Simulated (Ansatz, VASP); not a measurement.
## Two plane-wave programs on Ti

```xyz
1
Lattice="0.0000 2.0300 2.0300 2.0300 0.0000 2.0300 2.0300 2.0300 0.0000" Properties=species:S:1:pos:R:3 pbc="T T T"
Ti    0.0000    0.0000    0.0000
```

Alike in both runs: task single point; functional PBE; k mesh 6 × 6 × 6; no spin polarisation; Hubbard terms Ti d U = 7.1 eV.

|  | VASP | Ansatz |
| --- | --- | --- |
| version | VASP 6.6.1 | Ansatz 0.2.0 |
| potentials or method | VASP PAW PBE potentials, release 64 (Ti_sv), cutoff 500 eV | scalar-relativistic, plane waves, PAW |
| occupations | fermi-dirac, width 0.0861733 eV | fermi-dirac |
| valence electrons in the cell | 12 | 12 |

|  | VASP | Ansatz | Ansatz less VASP |
| --- | --- | --- | --- |
| gap on the k mesh at the Fermi level (eV) | none | none | - |
| pressure (GPa) | 25.2 | 29.5 | +4.25 |

The programs project onto different local orbitals, so the same U acts differently, and such runs can settle in different states. A gap of «none» marks a metal or a gap that the smearing closes. Ansatz's warnings: filled band counts differ across k points.

The k mesh is coarse, so the values compare programs but aren't converged.
